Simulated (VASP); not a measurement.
Here is a VASP 6.6.1 calculation.

Contents of INCAR:

```
ALGO     = Normal         # electronic algorithm
EDIFF    = 1E-6           # SCF threshold, eV
ENCUT    = 520            # plane-wave cutoff, eV
GGA      = PE             # functional
ISIF     = 2              # what is computed and relaxed
ISMEAR   = 0              # smearing method
LASPH    = T              # aspherical terms in the spheres
LCHARG   = F              # write CHGCAR
LREAL    = F              # projectors in reciprocal space
LWAVE    = F              # write WAVECAR
NBANDS   = 32             # bands
NELM     = 60             # most SCF steps
PREC     = Accurate       # precision mode
SIGMA    = 0.1            # smearing width, eV
```

The input KPOINTS:

```
k-points
0
Gamma
  6 6 8
```

File POSCAR:

```
K2HfSe3
1.0
    6.2996582814      0.0000000000      0.0000000000
   -3.1498291407      5.4556641068      0.0000000000
    0.0000000000      0.0000000000      5.1255373026
K Hf Se
2 1 3
Direct
    0.6666666667      0.3333333333      0.0000000000
    0.3333333333      0.6666666667      0.0000000000
    0.0000000000      0.0000000000      0.0000000000
    0.0000000000      0.5000000000      0.5000000000
    0.5000000000      0.0000000000      0.5000000000
    0.5000000000      0.5000000000      0.5000000000
```

Potentials or basis: VASP PAW PBE potentials, release 64 (K_sv, Hf_pv, Se).

Run with:

```sh
$ cat potpaw_PBE.64/K_sv/POTCAR potpaw_PBE.64/Hf_pv/POTCAR potpaw_PBE.64/Se/POTCAR > POTCAR
$ mpirun -np 1 vasp_std > vasp.out
```

**Question.** Estimate the pressure.

**Answer.** 0.1 GPa.

**Question.** Predict the band gap on the k mesh.

**Answer.** Zero (band 23 reaches 2.94 eV, above the bottom of band 24 at 2.25 eV).

Stress tensor (GPa, compression positive):
```
0.01 0.00 0.00
0.00 0.01 0.00
0.00 0.00 0.16
```

Caveat: spin-orbit coupling is left out, which moves the levels of the heavy elements.
